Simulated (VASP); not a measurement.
# Sn (Fd-3m) in VASP: a series of runs

The runs below take Sn through single point, with PBE.

Everything below comes from runs of VASP 6.6.1. Logs are shortened: lines on timing, memory, paths and dates and some standing lists are left out, and cuts for length are marked.

## (1) The cell of the first run

The structure is cubic, space group Fd-3m (No. 227). Conventional cell: a = 6.467 Å, b = 6.467 Å, c = 6.467 Å, α = 90.00°, β = 90.00°, γ = 90.00°. Within 3.7 Å of Sn (site symmetry -43m) lie 4 Sn at 2.80 Å.

## (2) Single point, PBE

INCAR reads:

```
SYSTEM = Sn
PREC = Accurate ; ENCUT = 520
EDIFF = 1E-7 ; ISMEAR = 0
SIGMA = 0.019000000000000003 ; LREAL = .False.
LASPH = .True. ; NELM = 100
ALGO = Normal ; ISIF = 2
LWAVE = .False. ; LCHARG = .True.
GGA = PE ; LELF = .True.
LVHAR = .True. ; NBANDS = 21
```

KPOINTS reads:

```
Automatic mesh
0
Gamma
  7 7 7
  0 0 0
```

POSCAR reads:

```
Sn
1.0
    0.0000000000      3.2333428000      3.2333428000
    3.2333428000      0.0000000000      3.2333428000
    3.2333428000      3.2333428000      0.0000000000
Sn
2
Direct
    0.7500000000      0.7500000000      0.7500000000
    0.5000000000      0.5000000000      0.5000000000
```

Potentials or basis: VASP PAW PBE potentials, release 64 (Sn_d).

The run is started by

```bash
> cat potpaw_PBE.64/Sn_d/POTCAR > POTCAR
> mpirun -np 1 vasp_std > vasp.out
```

OUTCAR:

```text
SYSTEM = Sn
   PREC = Accurate
   ENCUT = 520
   EDIFF = 1E-7
   ISMEAR = 0
   LREAL = .False.
   LASPH = .True.
   NELM = 100
   ISIF = 2
   GGA = PE

 ion  position               nearest neighbor table
   1  0.750  0.750  0.750-   2 2.80   2 2.80   2 2.80   2 2.80
   2  0.500  0.500  0.500-   1 2.80   1 2.80   1 2.80   1 2.80

  LATTYP: Found a face centered cubic cell.
 ALAT       =     6.4666856000

  Lattice vectors:

 A1 = (   0.0000000000,   3.2333428000,   3.2333428000)
 A2 = (   3.2333428000,   0.0000000000,   3.2333428000)
 A3 = (   3.2333428000,   3.2333428000,   0.0000000000)

Analysis of symmetry for initial positions (statically):
=====================================================================
 Subroutine PRICEL returns:
 Original cell was already a primitive cell.

 Routine SETGRP: Setting up the symmetry group for a
 face centered cubic supercell.

 Subroutine GETGRP returns: Found 48 space group operations
 (whereof 24 operations were pure point group operations)
 out of a pool of 48 trial point group operations.

The static configuration has the point symmetry T_d .
 The point group associated with its full space group is O_h .

Analysis of symmetry for dynamics (positions and initial velocities):
=====================================================================
 Subroutine PRICEL returns:
 Original cell was already a primitive cell.

 Routine SETGRP: Setting up the symmetry group for a
 face centered cubic supercell.

 Subroutine GETGRP returns: Found 48 space group operations
 (whereof 24 operations were pure point group operations)
 out of a pool of 48 trial point group operations.

The dynamic configuration has the point symmetry T_d .
 The point group associated with its full space group is O_h .

 Subroutine INISYM returns: Found 48 space group operations
 (whereof 24 operations are pure point group operations),
 and found     1 'primitive' translations

----------------------------------------------------------------------------------------

                                     Primitive cell

  volume of cell :      67.6060

  direct lattice vectors                    reciprocal lattice vectors
     0.000000000  3.233342800  3.233342800    -0.154638723  0.154638723  0.154638723
     3.233342800  0.000000000  3.233342800     0.154638723 -0.154638723  0.154638723
     3.233342800  3.233342800  0.000000000     0.154638723  0.154638723 -0.154638723

  length of vectors
     4.572637240  4.572637240  4.572637240     0.267842124  0.267842124  0.267842124

  position of ions in fractional coordinates (direct lattice)
     0.750000000  0.750000000  0.750000000
     0.500000000  0.500000000  0.500000000

  ion indices of the primitive-cell ions
   primitive index   ion index
                 1           1
                 2           2

----------------------------------------------------------------------------------------

 KPOINTS: Automatic mesh

Automatic generation of k-mesh.
 Grid dimensions read from file:
 generate k-points for:    7    7    7

 Generating k-lattice:

  Cartesian coordinates                     Fractional coordinates (reciprocal lattice)
    -0.022091246  0.022091246  0.022091246     0.142857143  0.000000000  0.000000000
     0.022091246 -0.022091246  0.022091246     0.000000000  0.142857143  0.000000000
     0.022091246  0.022091246 -0.022091246     0.000000000  0.000000000  0.142857143

  Length of vectors
     0.038263161  0.038263161  0.038263161

  Shift w.r.t. Gamma in fractional coordinates (k-lattice)
     0.000000000  0.000000000  0.000000000

 Subroutine IBZKPT returns following result:
 ===========================================

 Found     20 irreducible k-points:

 Following reciprocal coordinates:
            Coordinates               Weight
  0.000000  0.000000  0.000000      1.000000
  0.142857  0.000000  0.000000      8.000000
  0.285714  0.000000  0.000000      8.000000
  0.428571  0.000000  0.000000      8.000000
  0.142857  0.142857  0.000000      6.000000
  0.285714  0.142857  0.000000     24.000000
[... 12 lines left out ...]
 -0.428571  0.428571  0.142857     24.000000
 -0.285714  0.428571  0.142857     24.000000
   k-points           NKPTS =     20   k-points in BZ     NKDIM =     20   number of bands    NBANDS=     21
   number of dos      NEDOS =    301   number of ions     NIONS =      2
   total plane-waves  NPLWV =  46656
   dimension x,y,z NGX =    36 NGY =   36 NGZ =   36
   dimension x,y,z NGXF=    72 NGYF=   72 NGZF=   72
   ions per type =               2
   NGX,Y,Z   is equivalent  to a cutoff of  13.09, 13.09, 13.09 a.u.
   NGXF,Y,Z  is equivalent  to a cutoff of  26.18, 26.18, 26.18 a.u.
 SYSTEM =  Sn
   PREC   = accura    normal or accurate (medium, high low for compatibility)
   ISTART =      0    job   : 0-new  1-cont  2-samecut
   ICHARG =      2    charge: 1-file 2-atom 10-const
   ISPIN  =      1    spin polarized calculation?
   LNONCOLLINEAR =      F non collinear calculations
   LSORBIT =      F    spin-orbit coupling
   LASPH  =      T    aspherical Exc in radial PAW
   ENCUT  =  520.0 eV  38.22 Ry    6.18 a.u.   8.50  8.50  8.50*2*pi/ulx,y,z
   NELM   =    100;   NELMIN=  2; NELMDL= -5     # of ELM steps
   EDIFF  = 0.1E-06   stopping-criterion for ELM
   LREAL  =      F    real-space projection
   EDIFFG = 0.1E-05   stopping-criterion for IOM
   NSW    =      0    number of steps for IOM
   IBRION =     -1    ionic relax: 0-MD 1-quasi-New 2-CG
   NFREE  =      0    steps in history (QN), initial steepest desc. (CG)
   ISIF   =      2    stress and relaxation
   ISYM   =      2    0-nonsym 1-usesym 2-fastsym
   POTIM  = 0.5000    time-step for ionic-motion
   TEBEG  =    0.0;   TEEND  =   0.0 temperature during run
   PSTRESS=    0.0 pullay stress
   NELECT =      28.0000    total number of electrons
   NUPDOWN=      -1.0000    fix difference up-down
   EMIN   =  10.00;   EMAX   =-10.00  energy-range for DOS
   EFERMI =   0.00;   METHOD = LEGACY
   ISMEAR =     0;   SIGMA  =   0.02  broadening in eV -4-tet -1-fermi 0-gaus
   EFERMI_NEDOS =   21; number of points for ismear=-14 and -15
   IALGO  =     38    algorithm
   IMIX   =      4    mixing-type and parameters
     AMIX     =   0.40;   BMIX     =  1.00
     AMIX_MAG =   1.60;   BMIX_MAG =  1.00
  volume/ion in A,a.u.               =      33.80       228.11
  Fermi-wavevector in a.u.,A,eV,Ry     =   1.220298  2.306028 20.260793  1.489126
  Thomas-Fermi vector in A             =   2.355520
   LORBIT       =      0    0 simple, 1 ext, 2 COOP (PROOUT), +10 PAW based schemes
   GGA     = PE    functional components
   LHFCALC =     F    Hartree Fock is set to
   AEXX    =    0.0000 exact exchange contribution
   IVDW    =     0    specifies the selected vdW correction
   LEPSILON=     F    determine dielectric tensor
   LRPA    =     F    only Hartree local field effects (RPA)
 non-spin polarized calculation
 Gauss-broadening in eV      SIGMA  =   0.02
  energy-cutoff  :      520.00
  volume of cell :       67.61
 maximum number of plane-waves:      1841
 NGX is ok and might be reduce to    36
   NGX = 17   NGY = 17   NGZ = 17

 number of electron      28.0000008 magnetization

 Free energy of the ion-electron system (eV)
  ---------------------------------------------------
  ext. energy  EPLUGINS =         0.00000000
  ---------------------------------------------------
  free energy    TOTEN  =        -7.60979052 eV

  energy without entropy =       -7.60959126  energy(sigma->0) =       -7.60969089

 E-fermi :   5.7952     XC(G=0):  -8.9195

 val. band max:        5.4865342797   @ k =   0.1429   0.0000   0.0000
 cond. band min:       5.8043101558   @ k =   0.4286   0.0000   0.0000
 fundamental gap:      0.3177758761
 Fermi energy:         5.7952460568

 k-point     1 :       0.0000    0.0000    0.0000
  band No.  band energies     occupation
      1     -15.9467      2.00000
      2     -15.9467      2.00000
      3     -15.9467      2.00000
      4     -15.8857      2.00000
      5     -15.8857      2.00000
      6     -15.5679      2.00000
[... 13 lines left out ...]
     20      13.7429      0.00000
     21      13.7429      0.00000

 k-point     2 :       0.1429    0.0000    0.0000
  band No.  band energies     occupation
      1     -15.9603      2.00000
      2     -15.9603      2.00000
      3     -15.9418      2.00000
      4     -15.8663      2.00000
      5     -15.8663      2.00000
      6     -15.5937      2.00000
[... 13 lines left out ...]
     20      12.7669      0.00000
     21      12.7669      0.00000

 k-point     3 :       0.2857    0.0000    0.0000
  band No.  band energies     occupation
      1     -15.9762      2.00000
      2     -15.9762      2.00000
      3     -15.9304      2.00000
      4     -15.8389      2.00000
      5     -15.8389      2.00000
      6     -15.6173      2.00000
[... 13 lines left out ...]
     20      12.7858      0.00000
     21      12.7858      0.00000

 k-point     4 :       0.4286    0.0000    0.0000
  band No.  band energies     occupation
      1     -15.9832      2.00000
      2     -15.9832      2.00000
      3     -15.9208      2.00000
      4     -15.8249      2.00000
      5     -15.8249      2.00000
      6     -15.6275      2.00000
[... 13 lines left out ...]
     20      14.0543      0.00000
     21      14.0543      0.00000

 k-point     5 :       0.1429    0.1429    0.0000
  band No.  band energies     occupation
      1     -15.9580      2.00000
      2     -15.9580      2.00000
      3     -15.9556      2.00000
      4     -15.8691      2.00000
      5     -15.8450      2.00000
      6     -15.6325      2.00000
[... 13 lines left out ...]
     20      12.0232      0.00000
     21      13.9697      0.00000

 k-point     6 :       0.2857    0.1429    0.0000
  band No.  band energies     occupation
      1     -15.9824      2.00000
      2     -15.9721      2.00000
      3     -15.9360      2.00000
      4     -15.8447      2.00000
      5     -15.8118      2.00000
      6     -15.6673      2.00000
[... 13 lines left out ...]
     20      13.1408      0.00000
     21      13.7692      0.00000

 k-point     7 :       0.4286    0.1429    0.0000
  band No.  band energies     occupation
      1     -16.0001      2.00000
      2     -15.9841      2.00000
      3     -15.9076      2.00000
      4     -15.8194      2.00000
      5     -15.7975      2.00000
      6     -15.6756      2.00000
[... 13 lines left out ...]
     20      14.2007      0.00000
     21      14.6562      0.00000
[... 195 lines left out ...]
      1     -16.0120      2.00000
      2     -15.9997      2.00000
      3     -15.8605      2.00000
      4     -15.8267      2.00000
      5     -15.7253      2.00000
      6     -15.7160      2.00000
[... 13 lines left out ...]
     20      14.8282      0.00000
     21      16.1011      0.00000

 k-point    17 :       0.4286    0.2857    0.1429
  band No.  band energies     occupation
      1     -15.9952      2.00000
      2     -15.9935      2.00000
      3     -15.9064      2.00000
      4     -15.8209      2.00000
      5     -15.7762      2.00000
      6     -15.7038      2.00000
[... 13 lines left out ...]
     20      14.1055      0.00000
     21      14.7771      0.00000

 k-point    18 :      -0.4286    0.2857    0.1429
  band No.  band energies     occupation
      1     -16.0148      2.00000
      2     -15.9999      2.00000
      3     -15.8696      2.00000
      4     -15.7938      2.00000
      5     -15.7612      2.00000
      6     -15.7131      2.00000
[... 13 lines left out ...]
     20      14.2037      0.00000
     21      14.8981      0.00000

 k-point    19 :      -0.4286    0.4286    0.1429
  band No.  band energies     occupation
      1     -16.0103      2.00000
      2     -16.0079      2.00000
      3     -15.8617      2.00000
      4     -15.7897      2.00000
      5     -15.7587      2.00000
      6     -15.7004      2.00000
[... 13 lines left out ...]
     20      14.7988      0.00000
     21      16.0801      0.00000

 k-point    20 :      -0.2857    0.4286    0.1429
  band No.  band energies     occupation
      1     -16.0219      2.00000
      2     -16.0089      2.00000
      3     -15.8371      2.00000
      4     -15.7672      2.00000
      5     -15.7480      2.00000
      6     -15.7147      2.00000
[... 13 lines left out ...]
     20      14.5171      0.00000
     21      16.3114      0.00000

------------------------ aborting loop because EDIFF is reached ----------------------------------------

  FORCE on cell =-STRESS in cart. coord.  units (eV):
  Direction    XX          YY          ZZ          XY          YZ          ZX
  --------------------------------------------------------------------------------------
  -------------------------------------------------------------------------------------
  Total        1.5910673      1.5910673      1.5910673      0.0000000      0.0000000      0.0000000
  in kB       37.7062968     37.7062968     37.7062968      0.0000000      0.0000000      0.0000000
  external PRESSURE =      37.7062968 kB  Pullay stress =       0.0000000 kB

 VOLUME and BASIS-vectors are now :
 -----------------------------------------------------------------------------
  energy-cutoff  :      520.00
  volume of cell :       67.61
      direct lattice vectors                 reciprocal lattice vectors
     0.000000000  3.233342800  3.233342800    -0.154638723  0.154638723  0.154638723
     3.233342800  0.000000000  3.233342800     0.154638723 -0.154638723  0.154638723
     3.233342800  3.233342800  0.000000000     0.154638723  0.154638723 -0.154638723

 POSITION                                       TOTAL-FORCE (eV/Angst)
 -----------------------------------------------------------------------------------
      4.85001      4.85001      4.85001         0.000000      0.000000      0.000000
      3.23334      3.23334      3.23334        -0.000000     -0.000000     -0.000000
 -----------------------------------------------------------------------------------
    total drift:                                0.000000      0.000000      0.000000

  FREE ENERGIE OF THE ION-ELECTRON SYSTEM (eV)
  ---------------------------------------------------
  free  energy   TOTEN  =        -7.6097905209 eV

  energy  without entropy=       -7.6095912589  energy(sigma->0) =       -7.60969089
```

Wall time 24 s (1 thread of Intel Xeon Platinum 8488C (Sapphire Rapids), shared host); peak memory 0.2 GiB.

Results:

* Free energy: -7.6098 eV
* Pressure: 3.8 GPa
* Band gap on the k mesh: zero (band 14 reaches 5.84 eV, above the bottom of band 15 at 5.80 eV)

Caveat: spin-orbit coupling is left out, which moves the levels of the heavy elements.

## (3) Single point, PBE

INCAR reads:

```
SYSTEM = Sn
ALGO = Normal
EDIFF = 1E-6
ENCUT = 520
GGA = PE
ISIF = 2
ISMEAR = 0
LASPH = .TRUE.
LCHARG = .FALSE.
LREAL = .FALSE.
LWAVE = .FALSE.
NBANDS = 21
NELM = 100
PREC = Accurate
SIGMA = 0.02
```

KPOINTS reads:

```
k-points
0
G
  7 7 7
  0 0 0
```

POSCAR is that of step 2.

Potentials or basis: VASP PAW PBE potentials, release 64 (Sn_d).

The run is started by

```bash
> cat potpaw_PBE.64/Sn_d/POTCAR > POTCAR
> mpirun -np 1 vasp_std > vasp.out
```

Wall time 21 s (1 thread of Intel Xeon Platinum 8488C (Sapphire Rapids), shared host); peak memory 0.2 GiB.

The run converged. Its results:

- Free energy: -7.6098 eV
- Pressure: 3.8 GPa
- Band gap on the k mesh: zero (band 14 reaches 5.84 eV, above the bottom of band 15 at 5.80 eV)

Levels at points of the mesh, in eV from the Fermi level:
```
           k point  band 11  band 12  band 13  band 14  band 15  band 16  band 17  band 18
(0.00, 0.00, 0.00)   -10.71    -0.60     0.05     0.05     0.05     2.12     2.12     2.12
```

Caveat: spin-orbit coupling is left out, which moves the levels of the heavy elements.
